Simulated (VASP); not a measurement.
# CdS (P6_3mc) in VASP: settings compared, part 2 of 2

VASP 6.6.1.

## Step 3: Single point, PBE-based screened hybrid with 40 % exact exchange

Contents of POSCAR:

```
CdS
1.0
    4.1500000000      0.0000000000      0.0000000000
   -2.0750000000      3.5940054257      0.0000000000
    0.0000000000      0.0000000000      6.7370000000
Cd S
2 2
Direct
    0.6666666667      0.3333333333      0.5000000000
    0.3333333333      0.6666666667      0.0000000000
    0.6666666667      0.3333333333      0.8750000000
    0.3333333333      0.6666666667      0.3750000000
```

Contents of INCAR.step1:

```
PREC     = Accurate       # precision mode
ENCUT    = 520            # plane-wave cutoff, eV
EDIFF    = 1E-5           # SCF threshold, eV
ISMEAR   = -1             # smearing method
SIGMA    = 0.05           # smearing width, eV
LREAL    = False          # projectors in reciprocal space
LASPH    = True           # aspherical terms in the spheres
NELM     = 60             # most SCF steps
ALGO     = Normal         # electronic algorithm
ISIF     = 2              # what is computed and relaxed
LWAVE    = True           # write WAVECAR
LCHARG   = False          # write CHGCAR
GGA      = PE             # functional
NBANDS   = 26             # bands
```

Contents of INCAR.step2:

```
PREC     = Accurate       # precision mode
ENCUT    = 520            # plane-wave cutoff, eV
EDIFF    = 1E-6           # SCF threshold, eV
ISMEAR   = -1             # smearing method
SIGMA    = 0.05           # smearing width, eV
LREAL    = False          # projectors in reciprocal space
LASPH    = True           # aspherical terms in the spheres
NELM     = 60             # most SCF steps
ALGO     = Normal         # electronic algorithm
ISIF     = 2              # what is computed and relaxed
LWAVE    = False          # write WAVECAR
LCHARG   = False          # write CHGCAR
GGA      = PE             # functional
LHFCALC  = True           # exact exchange
AEXX     = 0.4            # exact-exchange fraction
HFSCREEN = 0.2            # screening, 1/A
PRECFOCK = Normal       
ISTART   = 1            
NBANDS   = 26             # bands
```

Contents of KPOINTS:

```
regular mesh
0
Gamma
  4 4 2
```

Potentials or basis: VASP PAW PBE potentials, release 64 (Cd, S).

Started as:

```bash
$ cat potpaw_PBE.64/Cd/POTCAR potpaw_PBE.64/S/POTCAR > POTCAR
$ cp INCAR.step1 INCAR
$ mpirun -np 1 vasp_std > vasp.out
$ cp INCAR.step2 INCAR
$ mpirun -np 1 vasp_std > vasp.out
```

OUTCAR:

```text
PREC = Accurate
   ENCUT = 520
   EDIFF = 1E-6
   ISMEAR = -1
   LREAL = False
   LASPH = True
   NELM = 60
   ISIF = 2
   GGA = PE
   LHFCALC = True
   AEXX = 0.4
   HFSCREEN = 0.2
   PRECFOCK = Normal
   ISTART = 1

 ion  position               nearest neighbor table
   1  0.667  0.333  0.500-   3 2.53   4 2.54   4 2.54   4 2.54
   2  0.333  0.667  0.000-   4 2.53   3 2.54   3 2.54   3 2.54
   3  0.667  0.333  0.875-   1 2.53   2 2.54   2 2.54   2 2.54
   4  0.333  0.667  0.375-   2 2.53   1 2.54   1 2.54   1 2.54

  LATTYP: Found a hexagonal cell.
 ALAT       =     4.1500000000
 C/A-ratio  =     1.6233734940

  Lattice vectors:

 A1 = (   4.1500000000,   0.0000000000,   0.0000000000)
 A2 = (  -2.0750000000,   3.5940054257,   0.0000000000)
 A3 = (   0.0000000000,   0.0000000000,   6.7370000000)

Analysis of symmetry for initial positions (statically):
=====================================================================
 Subroutine PRICEL returns:
 Original cell was already a primitive cell.

 Routine SETGRP: Setting up the symmetry group for a
 hexagonal supercell.

 Subroutine GETGRP returns: Found 12 space group operations
 (whereof  6 operations were pure point group operations)
 out of a pool of 24 trial point group operations.

The static configuration has the point symmetry C_3v.
 The point group associated with its full space group is C_6v.

Analysis of symmetry for dynamics (positions and initial velocities):
=====================================================================
 Subroutine PRICEL returns:
 Original cell was already a primitive cell.

 Routine SETGRP: Setting up the symmetry group for a
 hexagonal supercell.

 Subroutine GETGRP returns: Found 12 space group operations
 (whereof  6 operations were pure point group operations)
 out of a pool of 24 trial point group operations.

The dynamic configuration has the point symmetry C_3v.
 The point group associated with its full space group is C_6v.

 Subroutine INISYM returns: Found 12 space group operations
 (whereof  6 operations are pure point group operations),
 and found     1 'primitive' translations

----------------------------------------------------------------------------------------

                                     Primitive cell

  volume of cell :     100.4832

  direct lattice vectors                    reciprocal lattice vectors
     4.150000000  0.000000000  0.000000000     0.240963855  0.139120547  0.000000000
    -2.075000000  3.594005426  0.000000000     0.000000000  0.278241094  0.000000000
     0.000000000  0.000000000  6.737000000     0.000000000  0.000000000  0.148434021

  length of vectors
     4.150000000  4.150000000  6.737000000     0.278241094  0.278241094  0.148434021

  position of ions in fractional coordinates (direct lattice)
     0.666666667  0.333333333  0.500000000
     0.333333333  0.666666667  0.000000000
     0.666666667  0.333333333  0.875000000
     0.333333333  0.666666667  0.375000000

  ion indices of the primitive-cell ions
[... 34 lines left out ...]
  0.000000  0.000000  0.000000      1.000000
  0.250000 -0.000000  0.000000      6.000000
  0.500000 -0.000000  0.000000      3.000000
  0.250000  0.250000  0.000000      6.000000
  0.000000  0.000000  0.500000      1.000000
  0.250000 -0.000000  0.500000      6.000000
  0.500000 -0.000000  0.500000      3.000000
  0.250000  0.250000  0.500000      6.000000
   k-points           NKPTS =      8   k-points in BZ     NKDIM =     32   number of bands    NBANDS=     26
   number of dos      NEDOS =    301   number of ions     NIONS =      4
   total plane-waves  NPLWV =  51200
   dimension x,y,z NGX =    32 NGY =   32 NGZ =   50
   dimension x,y,z NGXF=    64 NGYF=   64 NGZF=  100
   ions per type =               2   2
   NGX,Y,Z   is equivalent  to a cutoff of  12.82, 12.82, 12.34 a.u.
   NGXF,Y,Z  is equivalent  to a cutoff of  25.64, 25.64, 24.68 a.u.
 SYSTEM =  unknown system
   PREC   = accura    normal or accurate (medium, high low for compatibility)
   ISTART =      1    job   : 0-new  1-cont  2-samecut
   ICHARG =      0    charge: 1-file 2-atom 10-const
   ISPIN  =      1    spin polarized calculation?
   LNONCOLLINEAR =      F non collinear calculations
   LSORBIT =      F    spin-orbit coupling
   LASPH  =      T    aspherical Exc in radial PAW
   ENCUT  =  520.0 eV  38.22 Ry    6.18 a.u.   7.72  7.72 12.53*2*pi/ulx,y,z
   NELM   =     60;   NELMIN=  2; NELMDL=  0     # of ELM steps
   EDIFF  = 0.1E-05   stopping-criterion for ELM
   LREAL  =      F    real-space projection
   EDIFFG = 0.1E-04   stopping-criterion for IOM
   NSW    =      0    number of steps for IOM
   IBRION =     -1    ionic relax: 0-MD 1-quasi-New 2-CG
   NFREE  =      0    steps in history (QN), initial steepest desc. (CG)
   ISIF   =      2    stress and relaxation
   ISYM   =      3    0-nonsym 1-usesym 2-fastsym
   POTIM  = 0.5000    time-step for ionic-motion
   TEBEG  =    0.0;   TEEND  =   0.0 temperature during run
   PSTRESS=    0.0 pullay stress
   NELECT =      36.0000    total number of electrons
   NUPDOWN=      -1.0000    fix difference up-down
   EMIN   =  10.00;   EMAX   =-10.00  energy-range for DOS
   EFERMI =   0.00;   METHOD = LEGACY
   ISMEAR =    -1;   SIGMA  =   0.05  broadening in eV -4-tet -1-fermi 0-gaus
   EFERMI_NEDOS =   21; number of points for ismear=-14 and -15
   IALGO  =     38    algorithm
   IMIX   =      1    mixing-type and parameters
     AMIX     =   0.40;   BMIX     =  1.00
     AMIX_MAG =   1.60;   BMIX_MAG =  1.00
  volume/ion in A,a.u.               =      25.12       169.52
  Fermi-wavevector in a.u.,A,eV,Ry     =   1.162727  2.197236 18.394190  1.351935
  Thomas-Fermi vector in A             =   2.299285
   LORBIT       =      0    0 simple, 1 ext, 2 COOP (PROOUT), +10 PAW based schemes
   GGA     = PE    functional components
   LHFCALC =     T    Hartree Fock is set to
   PRECFOCK=normal    Normal, Fast or Accurate (Low or Medium for compatibility)
   ENCUT4O =  -1.0   cutoff for four orbital integrals eV
   NKREDX  =     1    reduce k-point grid by
   NKREDY  =     1    reduce k-point grid by
   NKREDZ  =     1    reduce k-point grid by
   AEXX    =    0.4000 exact exchange contribution
   HFSCREEN=    0.2000 screening length (either q_TF or 0.3 A-1)
   HFSCREENC=   0.2000 screening length for correlation (either q_TF or 0.3 A-1)
   ENCUTFOCK=  -1.0 apply spherical cutoff to Coloumb kernel
   IVDW    =     0    specifies the selected vdW correction
   LEPSILON=     F    determine dielectric tensor
   LRPA    =     F    only Hartree local field effects (RPA)
 non-spin polarized calculation
  energy-cutoff  :      520.00
  volume of cell :      100.48
 maximum number of plane-waves:      2731
 NGX is ok and might be reduce to    32
  NGX = 24; NGY = 24; NGZ = 40

 number of electron      35.9999996 magnetization

 Free energy of the ion-electron system (eV)
  ---------------------------------------------------
  ext. energy  EPLUGINS =         0.00000000
  ---------------------------------------------------
  free energy    TOTEN  =       -17.19525446 eV

  energy without entropy =      -17.19525446  energy(sigma->0) =      -17.19525446

 E-fermi :   1.2782     XC(G=0):  -6.5971

 val. band max:        0.1233253810   @ k =   0.0000   0.0000   0.0000
 cond. band min:       3.0548883616   @ k =   0.0000   0.0000   0.0000
 fundamental gap:      2.9315629806
 Fermi energy:         1.2781525397

 k-point     1 :       0.0000    0.0000    0.0000
  band No.  band energies     occupation
      1     -14.0532      2.00000
      2     -13.5870      2.00000
      3      -9.3494      2.00000
      4      -9.3284      2.00000
      5      -9.3284      2.00000
      6      -9.2410      2.00000
[... 221 lines left out ...]
     25      10.3518      0.00000
     26      10.3518      0.00000

------------------------ aborting loop because EDIFF is reached ----------------------------------------

  FORCE on cell =-STRESS in cart. coord.  units (eV):
  Direction    XX          YY          ZZ          XY          YZ          ZX
  --------------------------------------------------------------------------------------
  -------------------------------------------------------------------------------------
  Total        0.3354416      0.3354416      0.5553041      0.0000000     -0.0000000      0.0000000
  in kB        5.3485268      5.3485268      8.8541749      0.0000000     -0.0000000      0.0000000
  external PRESSURE =       6.5170761 kB  Pullay stress =       0.0000000 kB

 VOLUME and BASIS-vectors are now :
 -----------------------------------------------------------------------------
  energy-cutoff  :      520.00
  volume of cell :      100.48
      direct lattice vectors                 reciprocal lattice vectors
     4.150000000  0.000000000  0.000000000     0.240963855  0.139120547  0.000000000
    -2.075000000  3.594005426  0.000000000     0.000000000  0.278241094  0.000000000
     0.000000000  0.000000000  6.737000000     0.000000000  0.000000000  0.148434021

 POSITION                                       TOTAL-FORCE (eV/Angst)
 -----------------------------------------------------------------------------------
      2.07500      1.19800      3.36850         0.000000      0.000000     -0.066983
     -0.00000      2.39600      0.00000        -0.000000      0.000000     -0.066983
      2.07500      1.19800      5.89487         0.000000     -0.000000      0.066983
     -0.00000      2.39600      2.52637        -0.000000      0.000000      0.066983
 -----------------------------------------------------------------------------------
    total drift:                                0.000000      0.000000     -0.000394

  FREE ENERGIE OF THE ION-ELECTRON SYSTEM (eV)
  ---------------------------------------------------
  free  energy   TOTEN  =       -17.1952544578 eV

  energy  without entropy=      -17.1952544578  energy(sigma->0) =      -17.19525446
```

Run time: 12 min. Hardware: 1 thread of Intel Xeon Platinum 8488C (Sapphire Rapids), shared host; peak memory 0.34 GiB.

What came out:

- Free energy: -17.1953 eV
- Pressure: 0.7 GPa
- Largest force: 0.067 eV/Å
- Band gap on the k mesh: 2.93 eV

Forces on the atoms (eV/Å):
```
Cd   0.000  0.000 -0.067
Cd   0.000  0.000 -0.067
S    0.000  0.000  0.067
S    0.000  0.000  0.067
```

Caveat: the k points lie up to 0.47 Å⁻¹ apart; the PAW data sets were made with another functional, which shifts forces and pressure a little.

## Step 4: Single point, PBE-based screened hybrid with 50 % exact exchange

POSCAR is that of step 3.

Contents of INCAR.step1:

```
SYSTEM = CdS
  ALGO = Normal
  EDIFF = 1E-5
  ENCUT = 520
  GGA = PE
  ISIF = 2
  ISMEAR = -1
  LASPH = .TRUE.
  LCHARG = .FALSE.
  LREAL = .FALSE.
  LWAVE = .TRUE.
  NBANDS = 26
  NELM = 60
  PREC = Accurate
  SIGMA = 0.05
```

Contents of INCAR.step2:

```
SYSTEM = CdS
  AEXX = 0.5
  ALGO = Normal
  EDIFF = 1E-7
  ENCUT = 520
  GGA = PE
  HFSCREEN = 0.2
  ISIF = 2
  ISMEAR = -1
  ISTART = 1
  LASPH = .TRUE.
  LCHARG = .FALSE.
  LHFCALC = .TRUE.
  LREAL = .FALSE.
  LWAVE = .FALSE.
  NBANDS = 26
  NELM = 60
  PREC = Accurate
  PRECFOCK = Normal
  SIGMA = 0.05
```

Contents of KPOINTS:

```
k-points
0
G
  4 4 2
  0 0 0
```

Started as:

```bash
$ cat potpaw_PBE.64/Cd/POTCAR potpaw_PBE.64/S/POTCAR > POTCAR
$ cp INCAR.step1 INCAR
$ mpirun -np 1 vasp_std > vasp.out
$ cp INCAR.step2 INCAR
$ mpirun -np 1 vasp_std > vasp.out
```

It took 14 min on 1 thread of Intel Xeon Platinum 8488C (Sapphire Rapids), shared host; peak memory 0.34 GiB.

The run converged. Its results:

| Property | Result |
| --- | --- |
| Free energy | -18.5284 eV |
| Pressure | 0.3 GPa |
| Largest force | 0.070 eV/Å |
| Band gap on the k mesh | 3.40 eV |

Forces in eV/Å, atoms in the order of the input:
```
Cd   0.000  0.000 -0.070
Cd   0.000  0.000 -0.070
S    0.000  0.000  0.070
S    0.000  0.000  0.070
```

Stress tensor (GPa, compression positive):
```
0.18 0.00 0.00
0.00 0.18 0.00
0.00 0.00 0.51
```

Levels at points of the mesh, in eV from the valence-band top:
```tsv
k point	band 15	band 16	band 17	band 18	band 19	band 20	band 21	band 22
(0.00, 0.00, 0.00)	-0.86	-0.04	0.00	0.00	3.40	5.09	8.88	8.88
(0.50, 0.00, 0.00)	-2.95	-2.09	-1.43	-0.82	6.05	6.09	7.15	9.05
(0.00, 0.00, 0.50)	-0.45	-0.45	-0.45	-0.45	5.13	5.13	8.57	8.57
(0.50, 0.00, 0.50)	-1.50	-1.50	-1.47	-1.47	5.64	5.64	7.71	7.71
```

Caveat: the k points lie up to 0.47 Å⁻¹ apart; the PAW data sets were made with another functional, which shifts forces and pressure a little.

## Step 5: Single point, PBE exchange alone

This run uses another cell than the first one, of 26.13 Å³/atom.

Contents of INCAR:

```
PREC = Accurate
ENCUT = 520
EDIFF = 1E-7
ISMEAR = -1
SIGMA = 0.05
LREAL = False
LASPH = True
NELM = 60
ALGO = Normal
ISIF = 2
LWAVE = False
LCHARG = False
GGA = PE
ALDAC = 0.0
AGGAC = 0.0
NBANDS = 26
```

Contents of KPOINTS:

```
regular mesh
0
Gamma
  7 7 4
```

Contents of POSCAR:

```
CdS
1.0
    4.2046115259      0.0000000000      0.0000000000
   -2.1023057629      3.6413003944      0.0000000000
    0.0000000000      0.0000000000      6.8256549035
Cd S
2 2
Direct
    0.6666666667      0.3333333333      0.5000000000
    0.3333333333      0.6666666667      0.0000000000
    0.6666666667      0.3333333333      0.8750000000
    0.3333333333      0.6666666667      0.3750000000
```

Started as:

```bash
$ cat potpaw_PBE.64/Cd/POTCAR potpaw_PBE.64/S/POTCAR > POTCAR
$ mpirun -np 1 vasp_std > vasp.out
```

Run time: 33 s. Hardware: 1 thread of Intel Xeon 6975P-C (Granite Rapids), shared host; peak memory 0.24 GiB.

It converged, with:

```yaml
Free_energy: -8.0951 eV
Pressure: 8.1 GPa
Largest_force: 0.060 eV/Å
Band_gap_on_the_k_mesh: 1.07 eV
```

Forces on the atoms (eV/Å):
```
Cd   0.000  0.000 -0.060
Cd   0.000  0.000 -0.060
S    0.000  0.000  0.060
S    0.000  0.000  0.060
```

Stress tensor (GPa, compression positive):
```
7.82 0.00 0.00
0.00 7.82 0.00
0.00 0.00 8.66
```

Levels at points of the mesh, in eV from the valence-band top:
```
           k point  band 16  band 17  band 18  band 19  band 20  band 21
(0.00, 0.00, 0.00)    -0.04     0.00     0.00     1.07     2.71     6.45
(0.00, 0.00, 0.50)    -0.36    -0.36    -0.36     2.72     2.72     6.18
```

Caveat: the cell stands under pressure.

## Step 6: Overview

| task | level | cell | k mesh | cutoff (eV) | grid for exact exchange (PRECFOCK) | share of exact exchange | screening parameter | gap on the mesh (eV) | pressure (GPa) | largest force (eV/Å) |
| --- | --- | --- | --- | --- | --- | --- | --- | --- | --- | --- |
| relaxation of cell and atoms | BLYP+D4 | relaxed from a = 4.150, b = 4.150, c = 6.737 Å, angles 90.0, 90.0, 120.0°, 4 atoms | 7 × 7 × 4 | 600 | - | - | - | 1.10 | 0.0 | - |
| single point | PBE-based screened hybrid with 40 % exact exchange | a = 4.150, b = 4.150, c = 6.737 Å, angles 90.0, 90.0, 120.0°, 4 atoms | 4 × 4 × 2 | 520 | Normal | 0.4 | 0.2 1/Å | 2.93 | 0.7 | 0.07 |
| single point | PBE-based screened hybrid with 50 % exact exchange | a = 4.150, b = 4.150, c = 6.737 Å, angles 90.0, 90.0, 120.0°, 4 atoms | 4 × 4 × 2 | 520 | Normal | 0.5 | 0.2 1/Å | 3.40 | 0.3 | 0.07 |
| single point | PBE exchange alone | a = 4.205, b = 4.205, c = 6.826 Å, angles 90.0, 90.0, 120.0°, 4 atoms | 7 × 7 × 4 | 520 | - | - | - | 1.07 | 8.1 | 0.06 |

Alike in all rows: potentials or basis VASP PAW PBE potentials, release 64 (Cd, S); no spin polarisation; smearing fermi-dirac 0.05 eV.

Caveats: some runs use coarse meshes; the PAW data sets were made with another functional, which shifts forces and pressure a little (at least some runs); the cell stands under pressure (at least some runs).

Total energies depend on the potentials used, so only differences within one code and one set of settings carry meaning.
